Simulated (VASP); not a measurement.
# TiNb3B (Pm-3m) in VASP: a series of runs, part 2 of 2

VASP 6.6.1.

## Step 3: Relaxation of cell and atoms, PBE

This run uses another cell than the first one, of 13.19 Å³/atom, 0.777 times its volume.

File INCAR:

```
PREC = Accurate
ENCUT = 600
EDIFF = 1E-7
ISMEAR = 0
SIGMA = 0.1
LREAL = False
LASPH = True
NELM = 80
ALGO = Normal
ISIF = 3
LWAVE = False
LCHARG = False
GGA = PE
IBRION = 2
NSW = 90
EDIFFG = -0.04
```

File KPOINTS:

```
regular mesh
0
Gamma
  4 4 4
```

File POSCAR:

```
TiNb3B
1.0
    4.0397255100      0.0000000000      0.0000000000
    0.0000000000      4.0397255100      0.0000000000
    0.0000000000      0.0000000000      4.0397255100
Ti Nb B
1 3 1
Direct
    0.5000000000      0.5000000000      0.5000000000
    0.0000000000      0.0000000000      0.5000000000
    0.5000000000      0.0000000000      0.0000000000
    0.0000000000      0.5000000000      0.0000000000
    0.0000000000      0.0000000000      0.0000000000
```

Potentials or basis: VASP PAW PBE potentials, release 64 (Ti_sv, Nb_sv, B).

Launch:

```console
$ cat potpaw_PBE.64/Ti_sv/POTCAR potpaw_PBE.64/Nb_sv/POTCAR potpaw_PBE.64/B/POTCAR > POTCAR
$ mpirun -np 1 vasp_std > vasp.out
```

OUTCAR:

```text
PREC = Accurate
   ENCUT = 600
   EDIFF = 1E-7
   ISMEAR = 0
   LREAL = False
   LASPH = True
   NELM = 80
   ISIF = 3
   GGA = PE
   IBRION = 2
   NSW = 90
   EDIFFG = -0.04

 ion  position               nearest neighbor table
   1  0.500  0.500  0.500-   2 2.86   3 2.86   4 2.86   3 2.86   4 2.86   2 2.86   3 2.86   3 2.86
                             2 2.86   4 2.86   4 2.86   2 2.86
   2  0.000  0.000  0.500-   5 2.02   5 2.02   4 2.86   1 2.86   3 2.86   4 2.86   3 2.86   1 2.86
                             4 2.86   4 2.86   1 2.86   3 2.86   3 2.86   1 2.86
   3  0.500  0.000  0.000-   5 2.02   5 2.02   4 2.86   1 2.86   1 2.86   2 2.86   1 2.86   4 2.86
                             1 2.86   2 2.86   4 2.86   2 2.86   2 2.86   4 2.86
   4  0.000  0.500  0.000-   5 2.02   5 2.02   3 2.86   1 2.86   1 2.86   2 2.86   2 2.86   3 2.86
                             2 2.86   2 2.86   1 2.86   3 2.86   1 2.86   3 2.86
   5  0.000  0.000  0.000-   2 2.02   3 2.02   4 2.02   2 2.02   4 2.02   3 2.02

  LATTYP: Found a simple cubic cell.
 ALAT       =     4.0397255100

  Lattice vectors:

 A1 = (   4.0397255100,   0.0000000000,   0.0000000000)
 A2 = (   0.0000000000,   4.0397255100,   0.0000000000)
 A3 = (   0.0000000000,   0.0000000000,   4.0397255100)

Analysis of symmetry for initial positions (statically):
=====================================================================
 Subroutine PRICEL returns:
 Original cell was already a primitive cell.

 Routine SETGRP: Setting up the symmetry group for a
 simple cubic supercell.

 Subroutine GETGRP returns: Found 48 space group operations
[... 9 lines left out ...]

 Routine SETGRP: Setting up the symmetry group for a
 simple cubic supercell.

 Subroutine GETGRP returns: Found 48 space group operations
[... 11 lines left out ...]
                                     Primitive cell

  volume of cell :      65.9258

  direct lattice vectors                    reciprocal lattice vectors
     4.039725510  0.000000000  0.000000000     0.247541571  0.000000000  0.000000000
     0.000000000  4.039725510  0.000000000     0.000000000  0.247541571  0.000000000
     0.000000000  0.000000000  4.039725510     0.000000000  0.000000000  0.247541571

  length of vectors
     4.039725510  4.039725510  4.039725510     0.247541571  0.247541571  0.247541571

[... 63 lines left out ...]
   ISTART =      0    job   : 0-new  1-cont  2-samecut
   ICHARG =      2    charge: 1-file 2-atom 10-const
   ISPIN  =      1    spin polarized calculation?
   LNONCOLLINEAR =      F non collinear calculations
   LSORBIT =      F    spin-orbit coupling
   LASPH  =      T    aspherical Exc in radial PAW
   ENCUT  =  600.0 eV  44.10 Ry    6.64 a.u.   8.07  8.07  8.07*2*pi/ulx,y,z
   NELM   =     80;   NELMIN=  2; NELMDL= -5     # of ELM steps
   EDIFF  = 0.1E-06   stopping-criterion for ELM
   LREAL  =      F    real-space projection
   EDIFFG = -.4E-01   stopping-criterion for IOM
   NSW    =     90    number of steps for IOM
   IBRION =      2    ionic relax: 0-MD 1-quasi-New 2-CG
   NFREE  =      1    steps in history (QN), initial steepest desc. (CG)
   ISIF   =      3    stress and relaxation
   ISYM   =      2    0-nonsym 1-usesym 2-fastsym
   POTIM  = 0.5000    time-step for ionic-motion
   TEBEG  =    0.0;   TEEND  =   0.0 temperature during run
   PSTRESS=    0.0 pullay stress
   NELECT =      54.0000    total number of electrons
   NUPDOWN=      -1.0000    fix difference up-down
   EMIN   =  10.00;   EMAX   =-10.00  energy-range for DOS
   EFERMI =   0.00;   METHOD = LEGACY
   ISMEAR =     0;   SIGMA  =   0.10  broadening in eV -4-tet -1-fermi 0-gaus
   EFERMI_NEDOS =   21; number of points for ismear=-14 and -15
   IALGO  =     38    algorithm
   IMIX   =      4    mixing-type and parameters
     AMIX     =   0.40;   BMIX     =  1.00
     AMIX_MAG =   1.60;   BMIX_MAG =  1.00
  volume/ion in A,a.u.               =      13.19        88.98
  Fermi-wavevector in a.u.,A,eV,Ry     =   1.531749  2.894586 31.922731  2.346255
  Thomas-Fermi vector in A             =   2.639050
   LORBIT       =      0    0 simple, 1 ext, 2 COOP (PROOUT), +10 PAW based schemes
   GGA     = PE    functional components
   LHFCALC =     F    Hartree Fock is set to
   AEXX    =    0.0000 exact exchange contribution
   IVDW    =     0    specifies the selected vdW correction
   LEPSILON=     F    determine dielectric tensor
   LRPA    =     F    only Hartree local field effects (RPA)
 conjugate gradient relaxation of ions
 non-spin polarized calculation
 Gauss-broadening in eV      SIGMA  =   0.10
  energy-cutoff  :      600.00
  volume of cell :       65.93
 maximum number of plane-waves:      2272
   NGX = 17   NGY = 17   NGZ = 17

--------------------------------------- Ionic step        1  -------------------------------------------

 number of electron      54.0000001 magnetization

 Free energy of the ion-electron system (eV)
  ---------------------------------------------------
  ext. energy  EPLUGINS =         0.00000000
  ---------------------------------------------------
  free energy    TOTEN  =       -41.70799949 eV

  energy without entropy =      -41.66524257  energy(sigma->0) =      -41.68662103

 E-fermi :  12.5020     XC(G=0): -13.0713

 val. band max:       12.4918243629   @ k =   0.2500   0.0000   0.0000
 cond. band min:      12.5527761636   @ k =   0.5000   0.5000   0.2500
 fundamental gap:      0.0609518007
 Fermi energy:        12.5019705092
[... 860 lines left out ...]
--------------------------------------- Ionic step        5  -------------------------------------------

 number of electron      54.0000007 magnetization

 Free energy of the ion-electron system (eV)
  ---------------------------------------------------
  ext. energy  EPLUGINS =         0.00000000
  ---------------------------------------------------
  free energy    TOTEN  =       -44.83967550 eV

  energy without entropy =      -44.79402578  energy(sigma->0) =      -44.81685064

 E-fermi :   9.1381     XC(G=0): -11.8050

 val. band max:        9.0957590734   @ k =   0.5000   0.5000   0.2500
 cond. band min:       9.1856467516   @ k =   0.5000   0.2500   0.0000
 fundamental gap:      0.0898876782
 Fermi energy:         9.1381166301
[... 380 lines left out ...]
  FREE ENERGIE OF THE ION-ELECTRON SYSTEM (eV)
  ---------------------------------------------------
  free  energy   TOTEN  =       -44.8396754954 eV

  energy  without entropy=      -44.7940257753  energy(sigma->0) =      -44.81685064

 reached required accuracy - stopping structural energy minimisation
```

OSZICAR:

```text
N       E                     dE             d eps       ncg     rms          rms(c)
DAV:   1     0.867864268383E+03    0.86786E+03   -0.32176E+04   640   0.215E+03
DAV:   2     0.646761663189E+02   -0.80319E+03   -0.79370E+03   640   0.778E+02
DAV:   3    -0.396450156385E+02   -0.10432E+03   -0.10259E+03  1080   0.213E+02
[... 94 lines left out ...]
DAV:   5    -0.448393979729E+02   -0.34689E-03   -0.29752E-03   880   0.239E-01    0.512E-02
DAV:   6    -0.448395273532E+02   -0.12938E-03   -0.40297E-04  1048   0.108E-01    0.598E-02
DAV:   7    -0.448396406597E+02   -0.11331E-03   -0.15843E-04   888   0.716E-02    0.201E-02
DAV:   8    -0.448396743686E+02   -0.33709E-04   -0.99477E-05  1096   0.422E-02    0.671E-03
DAV:   9    -0.448396755678E+02   -0.11992E-05   -0.50867E-06   952   0.129E-02    0.248E-03
DAV:  10    -0.448396754954E+02    0.72363E-07   -0.90865E-07   720   0.473E-03
   5 F= -.44839675E+02 E0= -.44816851E+02  d E =-.313168E+01
```

CONTCAR:

```text
TiNb3B
   1.00000000000000
     4.3941747189804943    0.0000000000000000    0.0000000000000000
    -0.0000000000000000    4.3941747189804943    0.0000000000000000
    -0.0000000000000000    0.0000000000000000    4.3941747189804943
  Ti              Nb              B
     1     3     1
Direct
     0.5000000000000000    0.5000000000000000    0.5000000000000000
     0.0000000000000000    0.0000000000000000    0.5000000000000000
     0.5000000000000000    0.0000000000000000    0.0000000000000000
     0.0000000000000000    0.5000000000000000    0.0000000000000000
     0.0000000000000000    0.0000000000000000    0.0000000000000000

  0.00000000E+00  0.00000000E+00  0.00000000E+00
  0.00000000E+00  0.00000000E+00  0.00000000E+00
  0.00000000E+00  0.00000000E+00  0.00000000E+00
  0.00000000E+00  0.00000000E+00  0.00000000E+00
  0.00000000E+00  0.00000000E+00  0.00000000E+00
```

It took 4.5 min on 1 thread of Intel Xeon 8259CL, shared host; peak memory 0.2 GiB.

Results:

- Free energy: -44.8397 eV
- Relaxed volume: 16.97 Å³/atom
- Relaxed cell: a = 4.394 Å, b = 4.394 Å, c = 4.394 Å, α = 90.00°, β = 90.00°, γ = 90.00°
- Space group after relaxing (to 0.05 Å): Pm-3m (No. 221)
- Energy gained by relaxing: 626.3 meV/atom
- Ionic steps: 5
- Pressure after relaxing: 0.0 GPa
- Band gap on the k mesh: zero (band 27 reaches 9.50 eV, above the bottom of band 28 at 8.97 eV)

Step by step:
```
step  energy change (eV)  largest force (eV/Å)  pressure (GPa)  volume (Å³)
   1              0.0000                0.0000           63.62        65.93
   2              2.7857                0.0000          -29.42       129.56
   3             -3.1021                0.0000           -4.10        87.11
   4             -3.1304                0.0000           -0.86        85.30
   5             -3.1317                0.0000            0.01        84.85
```

Final structure:
```
Ti Nb B
1.0
     4.39417    0.00000    0.00000
     0.00000    4.39417    0.00000
     0.00000    0.00000    4.39417
Ti Nb B
1 3 1
Direct
  0.50000 0.50000 0.50000
  0.00000 0.00000 0.50000
  0.50000 0.00000 0.00000
  0.00000 0.50000 0.00000
  0.00000 0.00000 0.00000
```

Levels at points of the mesh, in eV from the Fermi level:
```
           k point  band 24  band 25  band 26  band 27  band 28  band 29  band 30  band 31
(0.00, 0.00, 0.00)     0.36     0.36     0.36     0.36     0.36     0.36     2.06     2.06
(0.50, 0.00, 0.00)    -1.56    -1.11    -1.11    -0.86     0.68     1.26     1.26     1.34
(0.50, 0.50, 0.00)    -1.06    -0.78    -0.67    -0.67    -0.07     0.27     0.27     1.35
(0.50, 0.50, 0.50)    -0.97     0.13     0.13     0.13     0.52     0.52     0.75     0.75
```

Caveat: the k points lie up to 0.36 Å⁻¹ apart in the final cell; the volume moved by over 15 % at a fixed basis, so the end points are rough.
